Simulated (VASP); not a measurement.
# Hg (I4/mmm) in VASP: single point with PBE+D3(BJ)

Aim: the single point of Hg with PBE+D3(BJ).

Program: VASP 6.6.1. These are calculated values, not measurements. Logs are shortened: lines on timing, memory, paths and dates and some standing lists are left out, and cuts for length are marked.

## 1. The cell of the first run

Symmetry: I4/mmm, No. 139, tetragonal system. Conventional cell: a = 4.139 Å, b = 4.139 Å, c = 3.605 Å, α = 90.00°, β = 90.00°, γ = 90.00°. Within 4.5 Å of Hg (site symmetry 4/mmm) lie 14 Hg at 3.44 to 4.14 Å.

## 2. Single point, PBE+D3(BJ)

INCAR

```
SYSTEM = Hg
PREC = Accurate ; ENCUT = 520
EDIFF = 1E-7 ; ISMEAR = 0
SIGMA = 0.15 ; LREAL = .False.
LASPH = .True. ; NELM = 100
ALGO = Fast ; ISIF = 2
LWAVE = .False. ; LCHARG = .True.
GGA = PE ; IVDW = 12
LELF = .True. ; LVHAR = .True.
NBANDS = 12
```

KPOINTS

```
regular mesh
0
Gamma
  18 18 18
  0 0 0
```

POSCAR

```
Hg
1.0
   -2.0696950000      2.0696950000      1.8022580000
    2.0696950000     -2.0696950000      1.8022580000
    2.0696950000      2.0696950000     -1.8022580000
Hg
1
Direct
    0.0000000000      0.0000000000      0.0000000000
```

Potentials or basis: VASP PAW PBE potentials, release 64 (Hg).

Command:

```sh
$ cat potpaw_PBE.64/Hg/POTCAR > POTCAR
$ mpirun -np 1 vasp_std > vasp.out
```

OUTCAR:

```text
SYSTEM = Hg
   PREC = Accurate
   ENCUT = 520
   EDIFF = 1E-7
   ISMEAR = 0
   LREAL = .False.
   LASPH = .True.
   NELM = 100
   ISIF = 2
   GGA = PE
   IVDW = 12
 IVDW          = 12

 ion  position               nearest neighbor table
   1  0.000  0.000  0.000-

  LATTYP: Found a body centered tetragonal cell.
 ALAT       =     4.1393900000
 C/A-ratio  =     0.8707843426

  Lattice vectors:

 A1 = (  -2.0696950000,   2.0696950000,   1.8022580000)
 A2 = (   2.0696950000,  -2.0696950000,   1.8022580000)
 A3 = (   2.0696950000,   2.0696950000,  -1.8022580000)

Analysis of symmetry for initial positions (statically):
=====================================================================
 Subroutine PRICEL returns:
 Original cell was already a primitive cell.

 Routine SETGRP: Setting up the symmetry group for a
 body centered tetragonal supercell.

 Subroutine GETGRP returns: Found 16 space group operations
 (whereof 16 operations were pure point group operations)
 out of a pool of 16 trial point group operations.

The static configuration has the point symmetry D_4h.

Analysis of symmetry for dynamics (positions and initial velocities):
=====================================================================
 Subroutine PRICEL returns:
 Original cell was already a primitive cell.

 Routine SETGRP: Setting up the symmetry group for a
 body centered tetragonal supercell.

 Subroutine GETGRP returns: Found 16 space group operations
 (whereof 16 operations were pure point group operations)
 out of a pool of 16 trial point group operations.

The dynamic configuration has the point symmetry D_4h.

 Subroutine INISYM returns: Found 16 space group operations
 (whereof 16 operations are pure point group operations),
 and found     1 'primitive' translations

----------------------------------------------------------------------------------------

                                     Primitive cell

  volume of cell :      30.8809

  direct lattice vectors                    reciprocal lattice vectors
    -2.069695000  2.069695000  1.802258000     0.000000000  0.241581489  0.277429758
     2.069695000 -2.069695000  1.802258000     0.241581489  0.000000000  0.277429758
     2.069695000  2.069695000 -1.802258000     0.241581489  0.241581489  0.000000000

  length of vectors
     3.437354897  3.437354897  3.437354897     0.367870747  0.367870747  0.341647818

  position of ions in fractional coordinates (direct lattice)
     0.000000000  0.000000000  0.000000000

  ion indices of the primitive-cell ions
[... 84 lines left out ...]
   PSTRESS=    0.0 pullay stress
   NELECT =      12.0000    total number of electrons
   NUPDOWN=      -1.0000    fix difference up-down
   EMIN   =  10.00;   EMAX   =-10.00  energy-range for DOS
   EFERMI =   0.00;   METHOD = LEGACY
   ISMEAR =     0;   SIGMA  =   0.15  broadening in eV -4-tet -1-fermi 0-gaus
   EFERMI_NEDOS =   21; number of points for ismear=-14 and -15
   IALGO  =     68    algorithm
   IMIX   =      4    mixing-type and parameters
     AMIX     =   0.40;   BMIX     =  1.00
     AMIX_MAG =   1.60;   BMIX_MAG =  1.00
  volume/ion in A,a.u.               =      30.88       208.39
  Fermi-wavevector in a.u.,A,eV,Ry     =   1.194645  2.257551 19.417902  1.427176
  Thomas-Fermi vector in A             =   2.330630
   LORBIT       =      0    0 simple, 1 ext, 2 COOP (PROOUT), +10 PAW based schemes
   GGA     = PE    functional components
   LHFCALC =     F    Hartree Fock is set to
   AEXX    =    0.0000 exact exchange contribution
   IVDW    =    12    specifies the selected vdW correction
   LEPSILON=     F    determine dielectric tensor
   LRPA    =     F    only Hartree local field effects (RPA)
 non-spin polarized calculation
 RMM-DIIS sequential band-by-band and
 Gauss-broadening in eV      SIGMA  =   0.15
  energy-cutoff  :      520.00
  volume of cell :       30.88
 maximum number of plane-waves:       855
 NGX is ok and might be reduce to    28
   NGX = 13   NGY = 13   NGZ = 13

 number of electron      12.0000002 magnetization

 Free energy of the ion-electron system (eV)
  ---------------------------------------------------
  ext. energy  EPLUGINS =         0.00000000
  ---------------------------------------------------
  free energy    TOTEN  =        -0.17887670 eV

  energy without entropy =       -0.17713182  energy(sigma->0) =       -0.17800426

 E-fermi :   0.9178     XC(G=0):  -9.4145

 val. band max:        0.8796797257   @ k =  -0.3333  -0.4444   0.3333
 cond. band min:       0.9190904027   @ k =   0.4444   0.0556   0.0556
 fundamental gap:      0.0394106770
 Fermi energy:         0.9177878372

 k-point     1 :       0.0000    0.0000    0.0000
  band No.  band energies     occupation
      1      -6.2027      2.00000
      2      -5.6012      2.00000
      3      -5.3493      2.00000
      4      -5.3493      2.00000
      5      -5.1296      2.00000
      6      -4.8533      2.00000
      7      12.6872      0.00000
      8      12.6872      0.00000
      9      14.9862      0.00000
     10      15.6524      0.00000
     11      15.6524      0.00000
     12      16.5176      0.00000
[... 331 lines left out ...]
 k-point    24 :      -0.2222    0.0556   -0.0000
  band No.  band energies     occupation
      1      -5.6180      2.00000
      2      -5.5793      2.00000
      3      -5.2544      2.00000
      4      -5.1090      2.00000
      5      -4.9866      2.00000
      6      -4.8942      2.00000
      7       9.0515      0.00000
      8      10.4680      0.00000
      9      11.6246      0.00000
     10      13.9387      0.00000
     11      15.4210      0.00000
     12      16.9640      0.00000

 [... further k-points ...]

------------------------ aborting loop because EDIFF is reached ----------------------------------------

 Edisp (eV)   -0.34086

 E8    (eV) :    -0.1557

  FORCE on cell =-STRESS in cart. coord.  units (eV):
  Direction    XX          YY          ZZ          XY          YZ          ZX
  --------------------------------------------------------------------------------------
  -------------------------------------------------------------------------------------
  Total      -0.40764    -0.40764    -0.33350     0.00000    -0.00000     0.00000
  in kB     -21.14920   -21.14920   -17.30305     0.00000    -0.00000     0.00000
  external pressure =      -19.87 kB  Pullay stress =        0.00 kB

 VOLUME and BASIS-vectors are now :
 -----------------------------------------------------------------------------
  energy-cutoff  :      520.00
  volume of cell :       30.88
      direct lattice vectors                 reciprocal lattice vectors
    -2.069695000  2.069695000  1.802258000     0.000000000  0.241581489  0.277429758
     2.069695000 -2.069695000  1.802258000     0.241581489  0.000000000  0.277429758
     2.069695000  2.069695000 -1.802258000     0.241581489  0.241581489  0.000000000

 POSITION                                       TOTAL-FORCE (eV/Angst)
 -----------------------------------------------------------------------------------
      0.00000      0.00000      0.00000        -0.000000      0.000000      0.000000
 -----------------------------------------------------------------------------------
    total drift:                                0.000000     -0.000000     -0.000000

  FREE ENERGIE OF THE ION-ELECTRON SYSTEM (eV)
  ---------------------------------------------------
  free  energy   TOTEN  =        -0.5197365439 eV

  energy  without entropy=       -0.5179916680  energy(sigma->0) =       -0.51886411
```

stdout:

```text
POSCAR found type information on POSCAR Hg
 POSCAR found :  1 types and       1 ions
 scaLAPACK will be used
 LDA part: xc-table for (Slater+PW92), standard interpolation
 POSCAR, INCAR and KPOINTS ok, starting setup
 FFT: planning ... GRIDC
 FFT: planning ... GRID_SOFT
 FFT: planning ... GRID
 WAVECAR not read
 entering main loop
```

It took 65 s on 1 thread of Intel Xeon 6975P-C (Granite Rapids), shared host; peak memory 0.3 GiB.

Results:

- Free energy: -0.5197 eV
- Pressure: -2.0 GPa
- Band gap on the k mesh: zero (band 6 reaches 2.00 eV, above the bottom of band 7 at 0.28 eV)
- Dispersion energy per atom: -0.341 eV

Caveat: spin-orbit coupling is left out, which moves the levels of the heavy elements; pairwise dispersion overbinds metals, which lowers pressure and volume.
